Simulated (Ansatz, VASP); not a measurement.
# AlN in VASP and in Ansatz

```
Al N
1.0
     7.00608    0.00000    0.00000
    -3.50304    6.06744    0.00000
     0.00000    0.00000    2.65362
Al N
6 6
Direct
  0.85027 0.53883 0.78300
  0.31145 0.85027 0.21700
  0.68855 0.14973 0.78300
  0.53883 0.68855 0.21700
  0.14973 0.46117 0.21700
  0.46117 0.31145 0.78300
  0.68855 0.53883 0.21700
  0.14973 0.68855 0.78300
  0.46117 0.14973 0.21700
  0.31145 0.46117 0.78300
  0.53883 0.85027 0.78300
  0.85027 0.31145 0.21700
```

Alike in both runs: task single point; functional PBE; k mesh 3 × 3 × 6; occupations gaussian, width 0.1 eV; no spin polarisation.

|  | VASP | Ansatz |
| --- | --- | --- |
| version | VASP 6.6.1 | Ansatz 0.2.0 |
| potentials or method | VASP PAW PBE potentials, release 64 (Al, N), cutoff 520 eV | scalar-relativistic, plane waves, PAW |
| valence electrons in the cell | 48 | 48 |

```tsv
	VASP	Ansatz	Ansatz less VASP
gap on the k mesh at the Fermi level (eV)	2.54	2.55	+0.007
least direct gap on the mesh (eV)	3.16	3.16	+0.002
rms of the force components (eV/Å)	4.164	4.122	-0.0426
```

Atom by atom the forces differ by 0.045 eV/Å (rms over components).
